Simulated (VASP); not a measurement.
# Cd3SeS2 (P1) in VASP: single point with PBE

Aim: the single point of Cd3SeS2 with PBE.

Everything below comes from runs of VASP 6.6.1. Logs are shortened: lines on timing, memory, paths and dates and some standing lists are left out, and cuts for length are marked.

### 1 The cell of the first run

The typed cell holds 12 atoms: a = 6.001 Å, b = 6.015 Å, c = 9.517 Å, α = 90.02°, β = 108.40°, γ = 89.92°.

### 2 Single point, PBE

Input file INCAR:

```
PREC = Accurate ; ENCUT = 520
EDIFF = 1E-6 ; ISMEAR = 0
SIGMA = 0.1 ; LREAL = False
LASPH = True ; NELM = 100
ALGO = Normal ; ISIF = 2
LWAVE = False ; LCHARG = True
GGA = PE ; LELF = True
LVHAR = True ; NBANDS = 66
```

Input file KPOINTS:

```
Automatic mesh
0
Gamma
  4 2 4
```

Input file POSCAR:

```
Cd3SeS2
1.0
   -4.2406670016      4.2464131165      0.0013080480
    4.2500055644      4.2559856273     -0.0002568899
    2.1213263785     -2.1240807039     -9.0312889439
Cd Se S
6 2 4
Direct
    0.0001204364      0.2493140610      0.5003333576
    0.5006594893      0.7505800747      0.4997683691
    0.6600241213      0.2498483884      0.8222229081
    0.1599550351      0.7499751397      0.8220480872
    0.3386187130      0.2507890421      0.1766287917
    0.8405848950      0.7496125617      0.1787001837
   -0.0005129536     -0.0001080191     -0.0000225800
    0.5005413728      0.5014113429      0.0000042145
    0.1703616420      0.4993924356      0.3395473491
    0.6692422077      1.0004468117      0.3387527388
    0.3302314473     -0.0007691655      0.6609629080
    0.8301735938      0.4995073268      0.6610536720
```

Potentials or basis: VASP PAW PBE potentials, release 64 (Cd, Se, S).

On the command line:

```console
$ cat potpaw_PBE.64/Cd/POTCAR potpaw_PBE.64/Se/POTCAR potpaw_PBE.64/S/POTCAR > POTCAR
$ mpirun -np 1 vasp_std > vasp.out
```

OUTCAR:

```text
PREC = Accurate
   ENCUT = 520
   EDIFF = 1E-6
   ISMEAR = 0
   LREAL = False
   LASPH = True
   NELM = 100
   ISIF = 2
   GGA = PE

 ion  position               nearest neighbor table
   1  0.000  0.249  0.500-  11 2.57  12 2.57  10 2.57   9 2.58
   2  0.501  0.751  0.500-  10 2.57  11 2.57  12 2.57   9 2.58
   3  0.660  0.250  0.822-  11 2.58  12 2.58   8 2.66   7 2.66
   4  0.160  0.750  0.822-  12 2.57  11 2.58   7 2.66   8 2.66
   5  0.339  0.251  0.177-   9 2.58  10 2.58   8 2.66   7 2.66
   6  0.841  0.750  0.179-   9 2.57  10 2.58   7 2.66   8 2.66
   7  0.999  1.000  1.000-   4 2.66   3 2.66   5 2.66   6 2.66
   8  0.501  0.501  0.000-   5 2.66   3 2.66   4 2.66   6 2.66
   9  0.170  0.499  0.340-   6 2.57   2 2.58   1 2.58   5 2.58
  10  0.669  0.000  0.339-   2 2.57   1 2.57   6 2.58   5 2.58
  11  0.330  0.999  0.661-   1 2.57   2 2.57   3 2.58   4 2.58
  12  0.830  0.500  0.661-   1 2.57   2 2.57   4 2.57   3 2.58

  LATTYP: Found a triclinic cell.
 ALAT       =    14.1017230525
 B/A-ratio  =     1.3499570272
 C/A-ratio  =     0.4255702228
 COS(alpha) =     0.0000905478
 COS(beta)  =     0.6387107656
 COS(gamma) =     0.7424260056

  Lattice vectors:

 A1 = (  -2.1100020603,  10.6247311564,  -9.0289297378)
 A2 = (   4.2519913198,   4.2542373360, -18.0615267297)
 A3 = (  -4.2406670016,   4.2464131165,   0.0013080480)

Analysis of symmetry for initial positions (statically):
=====================================================================
 Subroutine PRICEL returns:
 Original cell was already a primitive cell.

 Routine SETGRP: Setting up the symmetry group for a
 triclinic supercell.

 Subroutine GETGRP returns: Found  1 space group operations
 (whereof  1 operations were pure point group operations)
 out of a pool of  2 trial point group operations.

The static configuration has the point symmetry C_1 .

Analysis of symmetry for dynamics (positions and initial velocities):
=====================================================================
 Subroutine PRICEL returns:
 Original cell was already a primitive cell.

 Routine SETGRP: Setting up the symmetry group for a
 triclinic supercell.

 Subroutine GETGRP returns: Found  1 space group operations
 (whereof  1 operations were pure point group operations)
 out of a pool of  2 trial point group operations.

The dynamic configuration has the point symmetry C_1 .

 Subroutine INISYM returns: Found  1 space group operations
 (whereof  1 operations are pure point group operations),
 and found     1 'primitive' translations

----------------------------------------------------------------------------------------

                                     Primitive cell

  volume of cell :     325.9652

  direct lattice vectors                    reciprocal lattice vectors
    -4.240667002  4.246413117  0.001308048    -0.117919263  0.117750232 -0.055391455
     4.250005564  4.255985627 -0.000256890     0.117643846  0.117484654  0.000001562
     2.121326379 -2.124080704 -9.031288944    -0.000020425  0.000013713 -0.110734189

  length of vectors
     6.001273422  6.014645544  9.517138458     0.175608322  0.166260995  0.110734192

  position of ions in fractional coordinates (direct lattice)
     0.000120436  0.249314061  0.500333358
     0.500659489  0.750580075  0.499768369
     0.660024121  0.249848388  0.822222908
     0.159955035  0.749975140  0.822048087
     0.338618713  0.250789042  0.176628792
     0.840584895  0.749612562  0.178700184
     0.999487046  0.999891981  0.999977420
     0.500541373  0.501411343  0.000004215
     0.170361642  0.499392436  0.339547349
     0.669242208  0.000446812  0.338752739
     0.330231447  0.999230834  0.660962908
     0.830173594  0.499507327  0.661053672

  ion indices of the primitive-cell ions
   primitive index   ion index
                 1           1
                 2           2
                 3           3
                 4           4
                 5           5
                 6           6
                 7           7
                 8           8
                 9           9
                10          10
                11          11
                12          12

----------------------------------------------------------------------------------------

 KPOINTS: Automatic mesh

Automatic generation of k-mesh.
 Grid dimensions read from file:
 generate k-points for:    4    2    4

 Generating k-lattice:

  Cartesian coordinates                     Fractional coordinates (reciprocal lattice)
    -0.029479816  0.029437558 -0.013847864     0.250000000  0.000000000  0.000000000
     0.058821923  0.058742327  0.000000781    -0.000000000  0.500000000  0.000000000
    -0.000005106  0.000003428 -0.027683547     0.000000000  0.000000000  0.250000000

  Length of vectors
     0.043902081  0.083130498  0.027683548

  Shift w.r.t. Gamma in fractional coordinates (k-lattice)
     0.000000000  0.000000000  0.000000000

 Subroutine IBZKPT returns following result:
 ===========================================

 Found     20 irreducible k-points:

 Following reciprocal coordinates:
            Coordinates               Weight
  0.000000  0.000000  0.000000      1.000000
  0.250000 -0.000000 -0.000000      2.000000
  0.500000 -0.000000 -0.000000      1.000000
  0.000000  0.500000 -0.000000      1.000000
  0.250000  0.500000  0.000000      2.000000
  0.500000  0.500000  0.000000      1.000000
[... 12 lines left out ...]
  0.250000  0.500000  0.500000      2.000000
  0.500000  0.500000  0.500000      1.000000
   k-points           NKPTS =     20   k-points in BZ     NKDIM =     20   number of bands    NBANDS=     66
   number of dos      NEDOS =    301   number of ions     NIONS =     12
   total plane-waves  NPLWV = 165888
   dimension x,y,z NGX =    48 NGY =   48 NGZ =   72
   dimension x,y,z NGXF=    96 NGYF=   96 NGZF=  144
   ions per type =               6   2   4
   NGX,Y,Z   is equivalent  to a cutoff of  13.30, 13.27, 12.58 a.u.
   NGXF,Y,Z  is equivalent  to a cutoff of  26.59, 26.53, 25.15 a.u.
 SYSTEM =  unknown system
   PREC   = accura    normal or accurate (medium, high low for compatibility)
   ISTART =      0    job   : 0-new  1-cont  2-samecut
   ICHARG =      2    charge: 1-file 2-atom 10-const
   ISPIN  =      1    spin polarized calculation?
   LNONCOLLINEAR =      F non collinear calculations
   LSORBIT =      F    spin-orbit coupling
   LASPH  =      T    aspherical Exc in radial PAW
   ENCUT  =  520.0 eV  38.22 Ry    6.18 a.u.  11.16 11.18 17.70*2*pi/ulx,y,z
   NELM   =    100;   NELMIN=  2; NELMDL= -5     # of ELM steps
   EDIFF  = 0.1E-05   stopping-criterion for ELM
   LREAL  =      F    real-space projection
   EDIFFG = 0.1E-04   stopping-criterion for IOM
   NSW    =      0    number of steps for IOM
   IBRION =     -1    ionic relax: 0-MD 1-quasi-New 2-CG
   NFREE  =      0    steps in history (QN), initial steepest desc. (CG)
   ISIF   =      2    stress and relaxation
   ISYM   =      2    0-nonsym 1-usesym 2-fastsym
   POTIM  = 0.5000    time-step for ionic-motion
   TEBEG  =    0.0;   TEEND  =   0.0 temperature during run
   PSTRESS=    0.0 pullay stress
   NELECT =     108.0000    total number of electrons
   NUPDOWN=      -1.0000    fix difference up-down
   EMIN   =  10.00;   EMAX   =-10.00  energy-range for DOS
   EFERMI =   0.00;   METHOD = LEGACY
   ISMEAR =     0;   SIGMA  =   0.10  broadening in eV -4-tet -1-fermi 0-gaus
   EFERMI_NEDOS =   21; number of points for ismear=-14 and -15
   IALGO  =     38    algorithm
   IMIX   =      4    mixing-type and parameters
     AMIX     =   0.40;   BMIX     =  1.00
     AMIX_MAG =   1.60;   BMIX_MAG =  1.00
  volume/ion in A,a.u.               =      27.16       183.31
  Fermi-wavevector in a.u.,A,eV,Ry     =   1.132815  2.140710 17.459945  1.283270
  Thomas-Fermi vector in A             =   2.269517
   LORBIT       =      0    0 simple, 1 ext, 2 COOP (PROOUT), +10 PAW based schemes
   GGA     = PE    functional components
   LHFCALC =     F    Hartree Fock is set to
   AEXX    =    0.0000 exact exchange contribution
   IVDW    =     0    specifies the selected vdW correction
   LEPSILON=     F    determine dielectric tensor
   LRPA    =     F    only Hartree local field effects (RPA)
 non-spin polarized calculation
 Gauss-broadening in eV      SIGMA  =   0.10
  energy-cutoff  :      520.00
  volume of cell :      325.97
 maximum number of plane-waves:      8854
 NGX is ok and might be reduce to    48
   NGX = 23   NGY = 23   NGZ = 35

 number of electron     108.0000001 magnetization

 Free energy of the ion-electron system (eV)
  ---------------------------------------------------
  ext. energy  EPLUGINS =         0.00000000
  ---------------------------------------------------
  free energy    TOTEN  =       -35.52136125 eV

  energy without entropy =      -35.52136125  energy(sigma->0) =      -35.52136125

 E-fermi :   1.2441     XC(G=0):  -8.8405

 val. band max:        0.8444486857   @ k =   0.0000   0.0000   0.0000
 cond. band min:       1.6383202103   @ k =   0.0000   0.0000   0.0000
 fundamental gap:      0.7938715246
 Fermi energy:         1.2441006901

 k-point     1 :       0.0000    0.0000    0.0000
  band No.  band energies     occupation
      1     -11.3760      2.00000
      2     -11.0358      2.00000
      3     -10.9936      2.00000
      4     -10.9133      2.00000
      5     -10.8882      2.00000
      6     -10.8833      2.00000
[... 58 lines left out ...]
     65       5.6642      0.00000
     66       7.1398      0.00000

 k-point     2 :       0.2500   -0.0000   -0.0000
  band No.  band energies     occupation
      1     -11.2980      2.00000
      2     -11.0492      2.00000
      3     -10.9607      2.00000
      4     -10.9514      2.00000
      5     -10.9340      2.00000
      6     -10.8931      2.00000
[... 1300 lines left out ...]
     65       7.3705      0.00000
     66       7.3831      0.00000

------------------------ aborting loop because EDIFF is reached ----------------------------------------

  FORCE on cell =-STRESS in cart. coord.  units (eV):
  Direction    XX          YY          ZZ          XY          YZ          ZX
  --------------------------------------------------------------------------------------
  -------------------------------------------------------------------------------------
  Total        0.8627967      0.6739528      0.6543647     -0.0478340     -0.0143629      0.0289048
  in kB        4.2407998      3.3125982      3.2163192     -0.2351126     -0.0705964      0.1420722
  external PRESSURE =       3.5899057 kB  Pullay stress =       0.0000000 kB

 VOLUME and BASIS-vectors are now :
 -----------------------------------------------------------------------------
  energy-cutoff  :      520.00
  volume of cell :      325.97
      direct lattice vectors                 reciprocal lattice vectors
    -4.240667002  4.246413117  0.001308048    -0.117919263  0.117750232 -0.055391455
     4.250005564  4.255985627 -0.000256890     0.117643846  0.117484654  0.000001562
     2.121326379 -2.124080704 -9.031288944    -0.000020425  0.000013713 -0.110734189

 POSITION                                       TOTAL-FORCE (eV/Angst)
 -----------------------------------------------------------------------------------
      2.12045     -0.00116     -4.51872         0.009620      0.006658      0.013653
      2.12701      4.25892     -4.51309        -0.004492     -0.011011      0.003167
      0.00712      2.11962     -7.42493        -0.000910      0.003704     -0.003693
      4.25291      2.12502     -7.42414        -0.007407      0.003256     -0.004776
      0.00457      2.13010     -1.59481        -0.002327     -0.005161     -0.001404
      0.00030      6.38024     -1.61299         0.013400     -0.000589      0.014251
      2.13233      6.37573     -9.03003         0.004863      0.006017     -0.007986
      0.00838      4.25950      0.00049        -0.005029     -0.009391     -0.002358
      2.12026      2.12761     -3.06646        -0.003688     -0.001551     -0.006689
     -2.11753      2.12424     -3.05850        -0.004756      0.002886     -0.003500
      4.24845      4.25107     -5.96917         0.001205      0.005892     -0.004455
      0.00473      4.24702     -5.96921        -0.000480     -0.000709      0.003790
 -----------------------------------------------------------------------------------
    total drift:                               -0.000129      0.000244     -0.000030

  FREE ENERGIE OF THE ION-ELECTRON SYSTEM (eV)
  ---------------------------------------------------
  free  energy   TOTEN  =       -35.5213612492 eV

  energy  without entropy=      -35.5213612485  energy(sigma->0) =      -35.52136125
```

Run time: 14 min. Hardware: 1 thread of AMD EPYC 7R13, shared host; peak memory 0.63 GiB.

What came out:

```
Free energy            : -35.5214 eV
Pressure               : 0.4 GPa
Largest force          : 0.020 eV/Å
Band gap on the k mesh : 0.79 eV
```

Forces in eV/Å, atoms in the order of the input:
```
Cd   0.010  0.007  0.014
Cd  -0.004 -0.011  0.003
Cd  -0.001  0.004 -0.004
Cd  -0.007  0.003 -0.005
Cd  -0.002 -0.005 -0.001
Cd   0.013 -0.001  0.014
Se   0.005  0.006 -0.008
Se  -0.005 -0.009 -0.002
S   -0.004 -0.002 -0.007
S   -0.005  0.003 -0.004
S    0.001  0.006 -0.004
S    0.000 -0.001  0.004
```

Levels at points of the mesh, in eV from the valence-band top:
| k point | band 52 | band 53 | band 54 | band 55 | band 56 | band 57 |
| --- | --- | --- | --- | --- | --- | --- |
| (0.00, 0.00, 0.00) | -0.07 | -0.01 | 0.00 | 0.79 | 3.41 | 3.63 |
| (0.50, 0.00, 0.00) | -0.85 | -0.75 | -0.75 | 3.39 | 3.39 | 3.89 |
| (0.00, 0.50, 0.00) | -0.99 | -0.93 | -0.92 | 3.29 | 3.29 | 4.27 |
| (0.50, 0.50, 0.00) | -0.74 | -0.37 | -0.37 | 2.66 | 2.67 | 3.51 |
| (0.00, 0.00, 0.50) | -0.71 | -0.34 | -0.33 | 2.44 | 2.52 | 3.41 |
| (0.50, 0.00, 0.50) | -0.85 | -0.75 | -0.75 | 3.39 | 3.39 | 3.89 |
| (0.00, 0.50, 0.50) | -0.70 | -0.68 | -0.67 | 3.60 | 3.60 | 3.61 |
| (0.50, 0.50, 0.50) | -0.74 | -0.37 | -0.37 | 2.66 | 2.67 | 3.51 |

Caveat: the k points lie up to 0.52 Å⁻¹ apart; semilocal functionals underestimate gaps, and a narrow one can read as zero.
